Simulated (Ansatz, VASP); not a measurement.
# Two plane-wave programs on Ta

The input INCAR:

```
PREC = Accurate
ENCUT = 520
EDIFF = 1E-6
ISMEAR = -1
SIGMA = 0.1
LREAL = False
LASPH = True
NELM = 60
ALGO = Normal
ISIF = 2
LWAVE = False
LCHARG = False
GGA = RP
NBANDS = 12
```

Contents of KPOINTS:

```
Automatic mesh
0
Gamma
  14 14 14
```

POSCAR

```
Ta
1.0
    0.0000000000      2.0655212248      2.0655212248
    2.0655212248      0.0000000000      2.0655212248
    2.0655212248      2.0655212248      0.0000000000
Ta
1
Direct
    0.0000000000      0.0000000000      0.0000000000
```

Input for Ansatz:

```yaml
crystal:
  lattice:
    - [0.0, 2.0655212248, 2.0655212248]
    - [2.0655212248, 0.0, 2.0655212248]
    - [2.0655212248, 2.0655212248, 0.0]
  atoms:
    - { symbol: Ta, position: [0.0, 0.0, 0.0] }
hamiltonian:
  xc: rpbe
  pseudopotentials:
    kind: paw
    azcp:
      Ta: "pseudopotentials/Ta.paw.azcp"
basis:
  ecutwfc: 420
  fft_grid_basis: typed
kpoints:
  mp_grid: { grid: [14, 14, 14], shift: [0, 0, 0] }
magnetization:
  spin_polarized: false
scf:
  occupations: { method: fermi_dirac, width: 0.1 }
  lower_state_search: "off"
output:
  stress: true
```

Alike in both runs: task single point; functional RPBE; k mesh 14 × 14 × 14; occupations fermi-dirac, width 0.1 eV; no spin polarisation.

```csv
,VASP,Ansatz
version,VASP 6.6.1,Ansatz 0.2.0
potentials or method,"VASP PAW PBE potentials, release 64 (Ta_pv), cutoff 520 eV","plane waves (420 eV) with PAW, scalar-relativistic"
valence electrons in the cell,11,13
```

```csv
,VASP,Ansatz,Ansatz less VASP
pressure (GPa),18.0,17.9,-0.07
```

VASP's potentials were made for PBE, not for RPBE. VASP's potentials hold 11 valence electrons a cell and Ansatz's 13, so a difference there can come from the potentials and not from the codes.

Neither program's run includes spin-orbit coupling.
